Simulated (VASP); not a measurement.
Wanted: the native input for a VASP 6.6.1 run.

```yaml
Task: single point
Functional: PBE
Potentials_or_basis: VASP PAW PBE potentials, release 64 (Zn)
Cutoff: 520 eV
k_mesh: 10 × 10 × 5
Occupations: fermi-dirac, width 0.1 eV
Spin: no spin polarisation
Dipole_correction: no
Further_INCAR_settings: ALGO = Normal; EDIFF = 1e-06; NBANDS = 45
```

The structure of Zn lies in POSCAR:

```
Zn
1.0
    3.7729470000      0.0000000000      0.0000000000
   -1.8864740000      3.2674720000      0.0000000000
    0.0000000000      0.0000000000      6.4322940000
Zn
6
Direct
    0.0000000000      0.0000000000      0.2500000000
    0.0000000000      0.0000000000      0.7500000000
    0.6667000000      0.3333000000      0.0000000000
    0.3333000000      0.6667000000      0.2500000000
    0.3334000000      0.6667000000      0.7500000000
    0.6667000000      0.3333000000      0.5000000000
```

This isn't the form of Zn at room conditions, which is hcp.

The input as run:

INCAR

```
SYSTEM = Zn
PREC = Accurate
ENCUT = 520
EDIFF = 1E-6
ISMEAR = -1
SIGMA = 0.1
LREAL = .FALSE.
LASPH = .TRUE.
NELM = 100
ALGO = Normal
ISIF = 2
LWAVE = .FALSE.
LCHARG = .TRUE.
GGA = PE
LELF = .TRUE.
LVHAR = .TRUE.
NBANDS = 45
```

KPOINTS

```
regular mesh
0
G
  10 10 5
  0 0 0
```

Potentials or basis: VASP PAW PBE potentials, release 64 (Zn).

Launch:

```bash
$ cat potpaw_PBE.64/Zn/POTCAR > POTCAR
$ mpirun -np 1 vasp_std > vasp.out
```

It gave:

```
Pressure               : 32.0 GPa
Largest force          : 0.004 eV/Å
Band gap on the k mesh : zero (bands 36 and 37 overlap by 5.56 eV)
```

Caveat: the stress differs along the axes, from 6 to 45 GPa.

It took 5.9 min on 1 thread of Intel(R) Xeon(R) Platinum 8488C (Sapphire Rapids), on a shared host, peak memory 0.46 GiB.
